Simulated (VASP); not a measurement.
Set up this calculation in VASP 6.6.1, as the native input.

| Quantity | Value |
| --- | --- |
| Task | relaxation of cell and atoms |
| Functional | PBE |
| Potentials or basis | VASP PAW PBE potentials, release 64 (Sb, Pb_d) |
| Cutoff | 600 eV |
| k mesh | 10 × 10 × 10 |
| Occupations | gaussian, width 0.1 eV |
| Spin | no spin polarisation |
| Dipole correction | no |
| Further INCAR settings | ALGO = Normal; EDIFF = 1e-07; IBRION = 2; EDIFFG = -0.01; NSW = 100; ISIF = 3 |

The structure of Sb3Pb lies in POSCAR:

```
Sb3Pb
1.0
   -3.1497930000      3.1497930000      3.1497930000
    3.1497930000     -3.1497930000      3.1497930000
    3.1497930000      3.1497930000     -3.1497930000
Sb Pb
3 1
Direct
    0.0000000000      0.5000000000      0.5000000000
    0.5000000000      0.0000000000      0.5000000000
    0.5000000000      0.5000000000      0.0000000000
    0.0000000000      0.0000000000      0.0000000000
```

The cell was generated, and may not be a known phase.

The input as run:

INCAR

```
SYSTEM = Sb3Pb
PREC     = Accurate       ! precision mode
ENCUT    = 600            ! plane-wave cutoff, eV
EDIFF    = 1E-7           ! SCF threshold, eV
ISMEAR   = 0              ! smearing method
SIGMA    = 0.1            ! smearing width, eV
LREAL    = .FALSE.        ! projectors in reciprocal space
LASPH    = .TRUE.         ! aspherical terms in the spheres
NELM     = 100            ! most SCF steps
ALGO     = Normal         ! electronic algorithm
ISIF     = 3              ! what is computed and relaxed
LWAVE    = .FALSE.        ! write WAVECAR
LCHARG   = .FALSE.        ! write CHGCAR
GGA      = PE             ! functional
IBRION   = 2              ! ionic algorithm
NSW      = 100            ! ionic steps
EDIFFG   = -0.01          ! ionic threshold
```

KPOINTS

```
Automatic mesh
0
G
  10 10 10
  0 0 0
```

Potentials or basis: VASP PAW PBE potentials, release 64 (Sb, Pb_d).

The run is started by

```bash
$ cat potpaw_PBE.64/Sb/POTCAR potpaw_PBE.64/Pb_d/POTCAR > POTCAR
$ mpirun -np 1 vasp_std > vasp.out
```

Results of the run:

The pressure after relaxing is 0.0 GPa and the band gap on the k mesh is zero (an odd number of electrons rules out a gap without spin polarisation).

Caveat: the relaxation stopped at its first step, so nothing moved; spin-orbit coupling is left out, which moves the levels of the heavy elements.

Wall time 2.1 min on 1 thread of AMD EPYC 7R43 64-Core Processor (Zen 3), with other jobs on the host, peak memory 0.36 GiB.
